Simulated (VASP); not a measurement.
# Fe (P1) in VASP: notebook

Runs on Fe. Level: PBE. Tasks: single point.

All numbers are computed with VASP 6.6.1; they aren't measurements. Logs are shortened: lines on timing, memory, paths and dates and some standing lists are left out, and cuts for length are marked.

## Step 1: The cell of the first run

The typed cell holds 4 atoms: a = 4.999 Å, b = 4.999 Å, c = 2.499 Å, α = 109.47°, β = 109.47°, γ = 109.47°.

## Step 2: Single point, PBE, collinear spin, ferromagnetic start

INCAR

```
SYSTEM = Fe
  PREC = Accurate
  ENCUT = 520
  EDIFF = 1E-7
  ISMEAR = -1
  SIGMA = 0.08
  LREAL = .FALSE.
  LASPH = .TRUE.
  NELM = 150
  ALGO = Normal
  ISIF = 2
  LWAVE = .FALSE.
  LCHARG = .FALSE.
  ISPIN = 2
  MAGMOM = 3 3 3 3
  LORBIT = 11
  LMAXMIX = 4
  GGA = PE
  NBANDS = 28
```

KPOINTS

```
regular mesh
0
G
  5 5 9
  0 0 0
```

POSCAR

```
Fe
1.0
   -2.8860000000      2.8860000000      2.8860000000
    2.8860000000     -2.8860000000      2.8860000000
    1.4430000000      1.4430000000     -1.4430000000
Fe
4
Direct
   -0.0112330215     -0.0110006930      0.0118333333
    0.0012023562      0.5004634442      0.0109733195
    0.5016389466      0.0136394664      0.0093925849
    0.5083917186      0.4968977824     -0.0321992377
```

Potentials or basis: VASP PAW PBE potentials, release 64 (Fe).

Launch:

```console
> cat potpaw_PBE.64/Fe/POTCAR > POTCAR
> mpirun -np 1 vasp_std > vasp.out
```

OUTCAR:

```text
SYSTEM = Fe
   PREC = Accurate
   ENCUT = 520
   EDIFF = 1E-7
   ISMEAR = -1
   LREAL = .FALSE.
   LASPH = .TRUE.
   NELM = 150
   ISIF = 2
   ISPIN = 2
   LORBIT = 11
   GGA = PE

 ion  position               nearest neighbor table
   1  0.989  0.989  0.012-   2 2.46   3 2.48   4 2.50   4 2.51   3 2.53   2 2.54   4 2.74   3 2.85
                             2 2.88   2 2.89   3 2.93   4 3.03
   2  0.001  0.500  0.011-   4 2.42   1 2.46   3 2.48   3 2.52   1 2.54   4 2.58   3 2.84   4 2.86
                             1 2.88   1 2.89   4 2.92   3 2.93
   3  0.502  0.014  0.009-   4 2.44   1 2.48   2 2.48   2 2.52   1 2.53   4 2.56   4 2.76   2 2.84
                             1 2.85   1 2.93   2 2.93   4 3.01
   4  0.508  0.497  0.968-   2 2.42   3 2.44   1 2.50   1 2.51   3 2.56   2 2.58   1 2.74   3 2.76
                             2 2.86   2 2.92   3 3.01   1 3.03

  LATTYP: Found a trigonal (rhomboedric) cell.
 ALAT       =     4.7858895725
 COS(alpha) =    -0.4545454545

  Lattice vectors:

 A1 = (  -1.4430000000,  -1.4430000000,  -4.3290000000)
 A2 = (  -1.4430000000,   4.3290000000,   1.4430000000)
 A3 = (   4.3290000000,  -1.4430000000,   1.4430000000)

Analysis of symmetry for initial positions (statically):
=====================================================================
 Subroutine PRICEL returns:
 Original cell was already a primitive cell.

 Routine SETGRP: Setting up the symmetry group for a
 trigonal (rhombohedral) supercell.

 Subroutine GETGRP returns: Found  1 space group operations
 (whereof  1 operations were pure point group operations)
 out of a pool of 12 trial point group operations.

The static configuration has the point symmetry C_1 .

Analysis of symmetry for dynamics (positions and initial velocities):
=====================================================================
 Subroutine PRICEL returns:
 Original cell was already a primitive cell.

 Routine SETGRP: Setting up the symmetry group for a
 trigonal (rhombohedral) supercell.

 Subroutine GETGRP returns: Found  1 space group operations
 (whereof  1 operations were pure point group operations)
 out of a pool of 12 trial point group operations.

The dynamic configuration has the point symmetry C_1 .

Analysis of structural, dynamic, and magnetic symmetry:
=====================================================================
 Subroutine PRICEL returns:
 Original cell was already a primitive cell.

 Routine SETGRP: Setting up the symmetry group for a
 trigonal (rhombohedral) supercell.

 Subroutine GETGRP returns: Found  1 space group operations
 (whereof  1 operations were pure point group operations)
 out of a pool of 12 trial point group operations.

The overall configuration has the point symmetry C_1 .

 Subroutine INISYM returns: Found  1 space group operations
 (whereof  1 operations are pure point group operations),
 and found     1 'primitive' translations

----------------------------------------------------------------------------------------

                                     Primitive cell

  volume of cell :      48.0750

  direct lattice vectors                    reciprocal lattice vectors
    -2.886000000  2.886000000  2.886000000     0.000000000  0.173250173  0.173250173
     2.886000000 -2.886000000  2.886000000     0.173250173  0.000000000  0.173250173
     1.443000000  1.443000000 -1.443000000     0.346500347  0.346500347  0.000000000

  length of vectors
     4.998698631  4.998698631  2.499349315     0.245012745  0.245012745  0.490025489

  position of ions in fractional coordinates (direct lattice)
     0.988766979  0.988999307  0.011833333
     0.001202356  0.500463444  0.010973320
     0.501638947  0.013639466  0.009392585
     0.508391719  0.496897782  0.967800762

  ion indices of the primitive-cell ions
   primitive index   ion index
                 1           1
                 2           2
                 3           3
                 4           4

----------------------------------------------------------------------------------------

 KPOINTS: regular mesh

Automatic generation of k-mesh.
 Grid dimensions read from file:
 generate k-points for:    5    5    9

 Generating k-lattice:

[... 34 lines left out ...]
 ===========================================

 Found    113 irreducible k-points:

 Following reciprocal coordinates:
            Coordinates               Weight
  0.000000  0.000000  0.000000      1.000000
  0.200000  0.000000  0.000000      2.000000
  0.400000  0.000000  0.000000      2.000000
  0.000000  0.200000  0.000000      2.000000
  0.200000  0.200000  0.000000      2.000000
  0.400000  0.200000  0.000000      2.000000
[... 16 lines left out ...]
 -0.200000  0.200000  0.111111      2.000000
  0.000000  0.400000  0.111111      2.000000
 [... further k-points ...]
   k-points           NKPTS =    113   k-points in BZ     NKDIM =    113   number of bands    NBANDS=     28
   number of dos      NEDOS =    301   number of ions     NIONS =      4
   total plane-waves  NPLWV =  32000
   dimension x,y,z NGX =    40 NGY =   40 NGZ =   20
   dimension x,y,z NGXF=    80 NGYF=   80 NGZF=   40
   ions per type =               4
   NGX,Y,Z   is equivalent  to a cutoff of  13.30, 13.30, 13.30 a.u.
   NGXF,Y,Z  is equivalent  to a cutoff of  26.61, 26.61, 26.61 a.u.
 SYSTEM =  Fe
   PREC   = accura    normal or accurate (medium, high low for compatibility)
   ISTART =      0    job   : 0-new  1-cont  2-samecut
   ICHARG =      2    charge: 1-file 2-atom 10-const
   ISPIN  =      2    spin polarized calculation?
   LNONCOLLINEAR =      F non collinear calculations
   LSORBIT =      F    spin-orbit coupling
   LASPH  =      T    aspherical Exc in radial PAW
   ENCUT  =  520.0 eV  38.22 Ry    6.18 a.u.   9.29  9.29  4.65*2*pi/ulx,y,z
   NELM   =    150;   NELMIN=  2; NELMDL= -5     # of ELM steps
   EDIFF  = 0.1E-06   stopping-criterion for ELM
   LREAL  =      F    real-space projection
   EDIFFG = 0.1E-05   stopping-criterion for IOM
   NSW    =      0    number of steps for IOM
   IBRION =     -1    ionic relax: 0-MD 1-quasi-New 2-CG
   NFREE  =      0    steps in history (QN), initial steepest desc. (CG)
   ISIF   =      2    stress and relaxation
   ISYM   =      2    0-nonsym 1-usesym 2-fastsym
   POTIM  = 0.5000    time-step for ionic-motion
   TEBEG  =    0.0;   TEEND  =   0.0 temperature during run
   PSTRESS=    0.0 pullay stress
   NELECT =      32.0000    total number of electrons
   NUPDOWN=      -1.0000    fix difference up-down
   EMIN   =  10.00;   EMAX   =-10.00  energy-range for DOS
   EFERMI =   0.00;   METHOD = LEGACY
   ISMEAR =    -1;   SIGMA  =   0.08  broadening in eV -4-tet -1-fermi 0-gaus
   EFERMI_NEDOS =   21; number of points for ismear=-14 and -15
   IALGO  =     38    algorithm
   IMIX   =      4    mixing-type and parameters
     AMIX     =   0.40;   BMIX     =  1.00
     AMIX_MAG =   1.60;   BMIX_MAG =  1.00
  volume/ion in A,a.u.               =      12.02        81.11
  Fermi-wavevector in a.u.,A,eV,Ry     =   1.429394  2.701162 27.798962  2.043166
  Thomas-Fermi vector in A             =   2.549352
   LORBIT       =     11    0 simple, 1 ext, 2 COOP (PROOUT), +10 PAW based schemes
   GGA     = PE    functional components
   LHFCALC =     F    Hartree Fock is set to
   AEXX    =    0.0000 exact exchange contribution
   IVDW    =     0    specifies the selected vdW correction
   LEPSILON=     F    determine dielectric tensor
   LRPA    =     F    only Hartree local field effects (RPA)
 spin polarized calculation
  energy-cutoff  :      520.00
  volume of cell :       48.07
 maximum number of plane-waves:      1308
 NGX is ok and might be reduce to    40
   NGX = 19   NGY = 19   NGZ =  9

 number of electron      32.0000000 magnetization      12.0000000

 number of electron      31.9999996 magnetization       9.0500418

 Free energy of the ion-electron system (eV)
  ---------------------------------------------------
  ext. energy  EPLUGINS =         0.00000000
  ---------------------------------------------------
  free energy    TOTEN  =       -32.85149917 eV

  energy without entropy =      -32.76304755  energy(sigma->0) =      -32.80727336

 E-fermi :   5.2542     XC(G=0): -12.7963

 val. band max:        5.2519472288   @ k =   0.0000   0.2000   0.4444
 cond. band min:       5.2547737898   @ k =  -0.2000  -0.2000   0.1111
 fundamental gap:      0.0028265610
 Fermi energy:         5.2541936963

 spin component 1

 k-point     1 :       0.0000    0.0000    0.0000
  band No.  band energies     occupation
      1      -2.8374      1.00000
      2       0.6222      1.00000
      3       0.6291      1.00000
      4       0.6428      1.00000
      5       2.0630      1.00000
      6       2.0767      1.00000
[... 733 lines left out ...]
     27      17.0567      0.00000
     28      17.7857      0.00000

 [... further k-points ...]

 spin component 2

 k-point     1 :       0.0000    0.0000    0.0000
  band No.  band energies     occupation
      1      -2.6888      1.00000
      2       1.9417      1.00000
      3       1.9450      1.00000
      4       1.9569      1.00000
      5       3.8412      1.00000
      6       3.8704      1.00000
[... 733 lines left out ...]
     27      17.7940      0.00000
     28      18.4681      0.00000

 [... further k-points ...]
[... 5 lines left out ...]
  --------------------------------------------------------------------------------------
  -------------------------------------------------------------------------------------
  Total       -2.6097380     -2.7478688     -2.6150452      0.0181076      0.0852192      0.0933649
  in kB      -86.9738153    -91.5772504    -87.1506850      0.6034639      2.8400693      3.1115397
  external PRESSURE =     -88.5672503 kB  Pullay stress =       0.0000000 kB

 VOLUME and BASIS-vectors are now :
 -----------------------------------------------------------------------------
  energy-cutoff  :      520.00
  volume of cell :       48.07
      direct lattice vectors                 reciprocal lattice vectors
    -2.886000000  2.886000000  2.886000000     0.000000000  0.173250173  0.173250173
     2.886000000 -2.886000000  2.886000000     0.173250173  0.000000000  0.173250173
     1.443000000  1.443000000 -1.443000000     0.346500347  0.346500347  0.000000000

 POSITION                                       TOTAL-FORCE (eV/Angst)
 -----------------------------------------------------------------------------------
      0.01775      0.01640      5.69076        -0.005108     -0.106251      0.566930
      1.45670     -1.42503      1.43197        -0.231149      0.200861      0.213847
     -1.39481      1.42192      1.47354        -0.428261      0.145228     -0.368216
      1.36337      1.42971      1.50473         0.664519     -0.239838     -0.412561
 -----------------------------------------------------------------------------------
    total drift:                                0.000363      0.000385     -0.000371

  FREE ENERGIE OF THE ION-ELECTRON SYSTEM (eV)
  ---------------------------------------------------
  free  energy   TOTEN  =       -32.8514991719 eV

  energy  without entropy=      -32.7630475534  energy(sigma->0) =      -32.80727336

 total charge

# of ion       s       p       d       tot
------------------------------------------
    1        0.464   0.492   6.203   7.159
    2        0.464   0.492   6.207   7.162
    3        0.464   0.493   6.205   7.162
    4        0.466   0.495   6.206   7.167
--------------------------------------------------
tot          1.858   1.971  24.822  28.651

 magnetization (x)

# of ion       s       p       d       tot
------------------------------------------
    1       -0.015  -0.056   2.352   2.282
    2       -0.015  -0.056   2.332   2.261
    3       -0.015  -0.056   2.341   2.270
    4       -0.015  -0.056   2.342   2.271
--------------------------------------------------
tot         -0.059  -0.225   9.367   9.084
```

It took 5.4 min on 1 thread of Intel Xeon Platinum 8259CL at 2.50GHz (Skylake/Cascade Lake), shared host; peak memory 0.34 GiB.

Results:

- Free energy: -32.8515 eV
- Pressure: -8.9 GPa
- Largest force: 0.818 eV/Å
- Net moment: 9.05 μB per cell
- Site moments: Fe +2.28, +2.26, +2.27 μB
- Valence electrons inside the program's atomic spheres: Fe 7.16, 7.17

Forces in eV/Å, atoms in the order of the input:
```
Fe  -0.005 -0.106  0.567
Fe  -0.231  0.201  0.214
Fe  -0.428  0.145 -0.368
Fe   0.665 -0.240 -0.413
```

Stress tensor (GPa, compression positive):
```
-8.70  0.06  0.31
 0.06 -9.16  0.28
 0.31  0.28 -8.72
```

Levels at points of the mesh, in eV from the Fermi level:
Spin up:
| k point | band 18 | band 19 | band 20 | band 21 | band 22 | band 23 | band 24 | band 25 |
| --- | --- | --- | --- | --- | --- | --- | --- | --- |
| (0.00, 0.00, 0.00) | -0.90 | 0.16 | 0.24 | 0.26 | 0.57 | 0.60 | 0.66 | 6.83 |
Spin down:
```
           k point  band 10  band 11  band 12  band 13  band 14  band 15
(0.00, 0.00, 0.00)    -0.17     0.60     0.64     0.65     1.53     1.54
```

## Step 3: Single point, PBE, collinear spin, ferromagnetic start

INCAR

```
SYSTEM = Fe
PREC = Accurate
ENCUT = 520
EDIFF = 1E-6
ISMEAR = -1
SIGMA = 0.08
LREAL = .False.
LASPH = .True.
NELM = 150
ALGO = Normal
ISIF = 2
LWAVE = .False.
LCHARG = .True.
ISPIN = 2
MAGMOM = 3 3 3 3
LORBIT = 11
LMAXMIX = 4
GGA = PE
LELF = .True.
LVHAR = .True.
NBANDS = 28
```

KPOINTS

```
regular mesh
0
Gamma
  5 5 9
  0 0 0
```

POSCAR

```
Fe
1.0
   -2.8860000000      2.8860000000      2.8860000000
    2.8860000000     -2.8860000000      2.8860000000
    1.4430000000      1.4430000000     -1.4430000000
Fe
4
Direct
   -0.0031188496     -0.0037917533      0.0019071379
   -0.0022292100      0.5000116078      0.0008842689
    0.5012437630      0.0052387387      0.0038797644
    0.5041044699      0.4985415800     -0.0066711712
```

Potentials or basis: VASP PAW PBE potentials, release 64 (Fe).

Launch:

```console
> cat potpaw_PBE.64/Fe/POTCAR > POTCAR
> mpirun -np 1 vasp_std > vasp.out
```

It took 5.1 min on 1 thread of Intel Xeon Platinum 8259CL at 2.50GHz (Skylake/Cascade Lake), shared host; peak memory 0.34 GiB.

Results (log left out):

```yaml
Free_energy: -32.9203 eV
Pressure: -9.7 GPa
Largest_force: 0.357 eV/Å
Net_moment: 8.99 μB per cell
Site_moments: Fe +2.26 μB
Valence_electrons_inside_the_program's_atomic_spheres: Fe 7.16
```

Forces in eV/Å, atoms in the order of the input:
```
Fe   0.055 -0.041  0.186
Fe  -0.119  0.190  0.130
Fe  -0.195  0.050 -0.172
Fe   0.259 -0.199 -0.143
```

Stress tensor (GPa, compression positive):
```
-9.62  0.15  0.07
 0.15 -9.69  0.06
 0.07  0.06 -9.72
```

Levels at points of the mesh, in eV from the Fermi level:
Spin up:
| k point | band 18 | band 19 | band 20 | band 21 | band 22 | band 23 | band 24 | band 25 |
| --- | --- | --- | --- | --- | --- | --- | --- | --- |
| (0.00, 0.00, 0.00) | -0.91 | 0.27 | 0.28 | 0.29 | 0.57 | 0.58 | 0.59 | 6.88 |
Spin down:
```tsv
k point	band 9	band 10	band 11	band 12	band 13	band 14	band 15	band 16
(0.00, 0.00, 0.00)	-0.21	-0.20	0.63	0.64	0.64	1.57	1.58	1.58
```

(Part 1 of 2 ends here.)
